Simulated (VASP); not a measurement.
# Sr (Fm-3m) in VASP: a series of runs

The runs below take Sr through single point, relaxation of cell and atoms, with PBE.

Everything below comes from runs of VASP 6.6.1. Logs are shortened: lines on timing, memory, paths and dates and some standing lists are left out, and cuts for length are marked.

## 1. The cell of the first run

The structure is cubic, space group Fm-3m (No. 225). Conventional cell: a = 5.918 Å, b = 5.918 Å, c = 5.918 Å, α = 90.00°, β = 90.00°, γ = 90.00°. Within 5.5 Å of Sr (site symmetry m-3m) lie 12 Sr at 4.18 Å.

## 2. Single point, PBE

The input, INCAR:

```
  PREC = Accurate
  ENCUT = 500
  EDIFF = 1E-6
  ISMEAR = 0
  SIGMA = 0.1
  LREAL = False
  LASPH = True
  NELM = 120
  ALGO = Normal
  ISIF = 2
  LWAVE = False
  LCHARG = False
  GGA = PE
  NBANDS = 11
  GGA_COMPAT = False
```

The input, KPOINTS:

```
Automatic mesh
0
Gamma
  6 6 6
```

The input, POSCAR:

```
Sr
1.0
    0.0000000000      2.9590195295      2.9590195295
    2.9590195295      0.0000000000      2.9590195295
    2.9590195295      2.9590195295      0.0000000000
Sr
1
Direct
    0.0000000000      0.0000000000      0.0000000000
```

Potentials or basis: VASP PAW PBE potentials, release 64 (Sr_sv).

On the command line:

```sh
cat potpaw_PBE.64/Sr_sv/POTCAR > POTCAR
mpirun -np 1 vasp_std > vasp.out
```

OUTCAR:

```text
PREC = Accurate
   ENCUT = 500
   EDIFF = 1E-6
   ISMEAR = 0
   LREAL = False
   LASPH = True
   NELM = 120
   ISIF = 2
   GGA = PE

 ion  position               nearest neighbor table
   1  0.000  0.000  0.000-

  LATTYP: Found a face centered cubic cell.
 ALAT       =     5.9180390590

  Lattice vectors:

 A1 = (   0.0000000000,   2.9590195295,   2.9590195295)
 A2 = (   2.9590195295,   0.0000000000,   2.9590195295)
 A3 = (   2.9590195295,   2.9590195295,   0.0000000000)

Analysis of symmetry for initial positions (statically):
=====================================================================
 Subroutine PRICEL returns:
 Original cell was already a primitive cell.

 Routine SETGRP: Setting up the symmetry group for a
 face centered cubic supercell.

 Subroutine GETGRP returns: Found 48 space group operations
 (whereof 48 operations were pure point group operations)
 out of a pool of 48 trial point group operations.

The static configuration has the point symmetry O_h .

Analysis of symmetry for dynamics (positions and initial velocities):
=====================================================================
 Subroutine PRICEL returns:
 Original cell was already a primitive cell.

 Routine SETGRP: Setting up the symmetry group for a
 face centered cubic supercell.

 Subroutine GETGRP returns: Found 48 space group operations
 (whereof 48 operations were pure point group operations)
 out of a pool of 48 trial point group operations.

The dynamic configuration has the point symmetry O_h .

 Subroutine INISYM returns: Found 48 space group operations
 (whereof 48 operations are pure point group operations),
 and found     1 'primitive' translations

----------------------------------------------------------------------------------------

                                     Primitive cell

  volume of cell :      51.8171

  direct lattice vectors                    reciprocal lattice vectors
     0.000000000  2.959019529  2.959019529    -0.168974890  0.168974890  0.168974890
     2.959019529  0.000000000  2.959019529     0.168974890 -0.168974890  0.168974890
     2.959019529  2.959019529  0.000000000     0.168974890  0.168974890 -0.168974890

  length of vectors
     4.184685550  4.184685550  4.184685550     0.292673095  0.292673095  0.292673095

  position of ions in fractional coordinates (direct lattice)
     0.000000000  0.000000000  0.000000000

  ion indices of the primitive-cell ions
   primitive index   ion index
                 1           1

----------------------------------------------------------------------------------------

 KPOINTS: Automatic mesh

Automatic generation of k-mesh.
 Grid dimensions read from file:
 generate k-points for:    6    6    6

 Generating k-lattice:

  Cartesian coordinates                     Fractional coordinates (reciprocal lattice)
    -0.028162482  0.028162482  0.028162482     0.166666667  0.000000000  0.000000000
     0.028162482 -0.028162482  0.028162482     0.000000000  0.166666667  0.000000000
     0.028162482  0.028162482 -0.028162482     0.000000000  0.000000000  0.166666667

  Length of vectors
     0.048778849  0.048778849  0.048778849

  Shift w.r.t. Gamma in fractional coordinates (k-lattice)
     0.000000000  0.000000000  0.000000000

 Subroutine IBZKPT returns following result:
 ===========================================

 Found     16 irreducible k-points:

 Following reciprocal coordinates:
            Coordinates               Weight
  0.000000  0.000000  0.000000      1.000000
  0.166667  0.000000  0.000000      8.000000
  0.333333  0.000000  0.000000      8.000000
  0.500000  0.000000  0.000000      4.000000
  0.166667  0.166667  0.000000      6.000000
  0.333333  0.166667  0.000000     24.000000
[... 8 lines left out ...]
 -0.333333  0.333333  0.166667     24.000000
 -0.333333  0.500000  0.166667     12.000000
   k-points           NKPTS =     16   k-points in BZ     NKDIM =     16   number of bands    NBANDS=     11
   number of dos      NEDOS =    301   number of ions     NIONS =      1
   total plane-waves  NPLWV =  32768
   dimension x,y,z NGX =    32 NGY =   32 NGZ =   32
   dimension x,y,z NGXF=    64 NGYF=   64 NGZF=   64
   ions per type =               1
   NGX,Y,Z   is equivalent  to a cutoff of  12.71, 12.71, 12.71 a.u.
   NGXF,Y,Z  is equivalent  to a cutoff of  25.43, 25.43, 25.43 a.u.
 SYSTEM =  unknown system
   PREC   = accura    normal or accurate (medium, high low for compatibility)
   ISTART =      0    job   : 0-new  1-cont  2-samecut
   ICHARG =      2    charge: 1-file 2-atom 10-const
   ISPIN  =      1    spin polarized calculation?
   LNONCOLLINEAR =      F non collinear calculations
   LSORBIT =      F    spin-orbit coupling
   LASPH  =      T    aspherical Exc in radial PAW
   ENCUT  =  500.0 eV  36.75 Ry    6.06 a.u.   7.63  7.63  7.63*2*pi/ulx,y,z
   NELM   =    120;   NELMIN=  2; NELMDL= -5     # of ELM steps
   EDIFF  = 0.1E-05   stopping-criterion for ELM
   LREAL  =      F    real-space projection
   EDIFFG = 0.1E-04   stopping-criterion for IOM
   NSW    =      0    number of steps for IOM
   IBRION =     -1    ionic relax: 0-MD 1-quasi-New 2-CG
   NFREE  =      0    steps in history (QN), initial steepest desc. (CG)
   ISIF   =      2    stress and relaxation
   ISYM   =      2    0-nonsym 1-usesym 2-fastsym
   POTIM  = 0.5000    time-step for ionic-motion
   TEBEG  =    0.0;   TEEND  =   0.0 temperature during run
   PSTRESS=    0.0 pullay stress
   NELECT =      10.0000    total number of electrons
   NUPDOWN=      -1.0000    fix difference up-down
   EMIN   =  10.00;   EMAX   =-10.00  energy-range for DOS
   EFERMI =   0.00;   METHOD = LEGACY
   ISMEAR =     0;   SIGMA  =   0.10  broadening in eV -4-tet -1-fermi 0-gaus
   EFERMI_NEDOS =   21; number of points for ismear=-14 and -15
   IALGO  =     38    algorithm
   IMIX   =      4    mixing-type and parameters
     AMIX     =   0.40;   BMIX     =  1.00
     AMIX_MAG =   1.60;   BMIX_MAG =  1.00
  volume/ion in A,a.u.               =      51.82       349.68
  Fermi-wavevector in a.u.,A,eV,Ry     =   0.946056  1.787787 12.177522  0.895023
  Thomas-Fermi vector in A             =   2.074017
   LORBIT       =      0    0 simple, 1 ext, 2 COOP (PROOUT), +10 PAW based schemes
   GGA     = PE    functional components
   LHFCALC =     F    Hartree Fock is set to
   AEXX    =    0.0000 exact exchange contribution
   IVDW    =     0    specifies the selected vdW correction
   LEPSILON=     F    determine dielectric tensor
   LRPA    =     F    only Hartree local field effects (RPA)
 non-spin polarized calculation
 Gauss-broadening in eV      SIGMA  =   0.10
  energy-cutoff  :      500.00
  volume of cell :       51.82
 maximum number of plane-waves:      1363
 NGX is ok and might be reduce to    32
   NGX = 15   NGY = 15   NGZ = 15

 number of electron      10.0000000 magnetization

 Free energy of the ion-electron system (eV)
  ---------------------------------------------------
  ext. energy  EPLUGINS =         0.00000000
  ---------------------------------------------------
  free energy    TOTEN  =        -1.61151764 eV

  energy without entropy =       -1.59851977  energy(sigma->0) =       -1.60501871

 E-fermi :   1.8093     XC(G=0):  -7.5316

 val. band max:        1.8036864591   @ k =  -0.3333   0.3333   0.1667
 cond. band min:       1.8160831051   @ k =  -0.3333   0.3333   0.1667
 fundamental gap:      0.0123966459
 Fermi energy:         1.8092733015

 k-point     1 :       0.0000    0.0000    0.0000
  band No.  band energies     occupation
      1     -34.7041      2.00000
      2     -16.5807      2.00000
      3     -16.5807      2.00000
      4     -16.5807      2.00000
      5      -1.9425      2.00000
      6       4.2034      0.00000
      7       4.2034      0.00000
      8       4.2034      0.00000
      9       5.7684      0.00000
     10       5.7684      0.00000
     11       9.0803      0.00000

 k-point     2 :       0.1667    0.0000    0.0000
  band No.  band energies     occupation
      1     -34.6995      2.00000
      2     -16.6428      2.00000
      3     -16.5889      2.00000
      4     -16.5889      2.00000
      5      -1.4807      2.00000
      6       3.5840      0.00000
      7       4.3696      0.00000
      8       4.3696      0.00000
      9       5.5804      0.00000
     10       5.5804      0.00000
     11       9.5800      0.00000

 k-point     3 :       0.3333    0.0000    0.0000
  band No.  band energies     occupation
      1     -34.6902      2.00000
      2     -16.7637      2.00000
      3     -16.6053      2.00000
      4     -16.6053      2.00000
      5      -0.3072      2.00000
      6       2.5954      0.00000
      7       4.2203      0.00000
      8       4.2203      0.00000
      9       6.1363      0.00000
     10       6.1363      0.00000
     11       8.2646      0.00000

 k-point     4 :       0.5000    0.0000    0.0000
  band No.  band energies     occupation
      1     -34.6856      2.00000
      2     -16.8226      2.00000
      3     -16.6134      2.00000
      4     -16.6134      2.00000
      5       0.6440      2.00000
      6       1.9365      0.07192
      7       4.0326      0.00000
      8       4.0326      0.00000
      9       6.8831      0.00000
     10       6.8831      0.00000
     11       7.7854      0.00000

 k-point     5 :       0.1667    0.1667    0.0000
  band No.  band energies     occupation
      1     -34.6979      2.00000
      2     -16.6409      2.00000
      3     -16.6027      2.00000
      4     -16.6027      2.00000
      5      -1.3290      2.00000
      6       3.4464      0.00000
      7       4.5226      0.00000
      8       4.5226      0.00000
      9       4.7737      0.00000
     10       6.0082      0.00000
     11      10.5493      0.00000
[... 99 lines left out ...]
 k-point    13 :       0.5000    0.5000    0.0000
  band No.  band energies     occupation
      1     -34.6795      2.00000
      2     -16.8079      2.00000
      3     -16.6682      2.00000
      4     -16.6682      2.00000
      5       1.0839      2.00000
      6       2.0876      0.00008
      7       2.9871      0.00000
      8       6.8926      0.00000
      9       7.2095      0.00000
     10       7.2109      0.00000
     11       7.3981      0.00000

 k-point    14 :       0.5000    0.3333    0.1667
  band No.  band energies     occupation
      1     -34.6841      2.00000
      2     -16.7611      2.00000
      3     -16.6786      2.00000
      4     -16.6344      2.00000
      5       0.6436      2.00000
      6       2.5033      0.00000
      7       2.9621      0.00000
      8       4.9283      0.00000
      9       5.7589      0.00000
     10       7.1800      0.00000
     11       8.0712      0.00000

 k-point    15 :      -0.3333    0.3333    0.1667
  band No.  band energies     occupation
      1     -34.6810      2.00000
      2     -16.7681      2.00000
      3     -16.7078      2.00000
      4     -16.6480      2.00000
      5       1.8037      1.06298
      6       1.8161      0.92328
      7       2.8038      0.00000
      8       4.6192      0.00000
      9       6.2550      0.00000
     10       7.3502      0.00000
     11       7.3714      0.00000

 k-point    16 :      -0.3333    0.5000    0.1667
  band No.  band energies     occupation
      1     -34.6795      2.00000
      2     -16.7734      2.00000
      3     -16.7036      2.00000
      4     -16.6702      2.00000
      5       1.5745      1.99910
      6       2.2594      0.00000
      7       2.6971      0.00000
      8       4.7218      0.00000
      9       7.2139      0.00000
     10       7.5040      0.00000
     11       7.5139      0.00000

------------------------ aborting loop because EDIFF is reached ----------------------------------------

  FORCE on cell =-STRESS in cart. coord.  units (eV):
  Direction    XX          YY          ZZ          XY          YZ          ZX
  --------------------------------------------------------------------------------------
  -------------------------------------------------------------------------------------
  Total        0.2486918      0.2486918      0.2486918      0.0000000      0.0000000      0.0000000
  in kB        7.6895087      7.6895087      7.6895087      0.0000000      0.0000000      0.0000000
  external PRESSURE =       7.6895087 kB  Pullay stress =       0.0000000 kB

 VOLUME and BASIS-vectors are now :
 -----------------------------------------------------------------------------
  energy-cutoff  :      500.00
  volume of cell :       51.82
      direct lattice vectors                 reciprocal lattice vectors
     0.000000000  2.959019529  2.959019529    -0.168974890  0.168974890  0.168974890
     2.959019529  0.000000000  2.959019529     0.168974890 -0.168974890  0.168974890
     2.959019529  2.959019529  0.000000000     0.168974890  0.168974890 -0.168974890

 POSITION                                       TOTAL-FORCE (eV/Angst)
 -----------------------------------------------------------------------------------
      0.00000      0.00000      0.00000        -0.000000      0.000000     -0.000000
 -----------------------------------------------------------------------------------
    total drift:                                0.000000      0.000000      0.000000

  FREE ENERGIE OF THE ION-ELECTRON SYSTEM (eV)
  ---------------------------------------------------
  free  energy   TOTEN  =        -1.6115176364 eV

  energy  without entropy=       -1.5985197747  energy(sigma->0) =       -1.60501871
```

Wall time 6.5 s (1 thread of Intel Xeon Platinum 8259CL at 2.50GHz (Skylake/Cascade Lake), shared host); peak memory 0.17 GiB.

The run converged, but its numbers aren't listed here, since they failed a check.

Caveat: the mesh shows a gap though the element is a metal.

(Continued in part 2 of 2.)
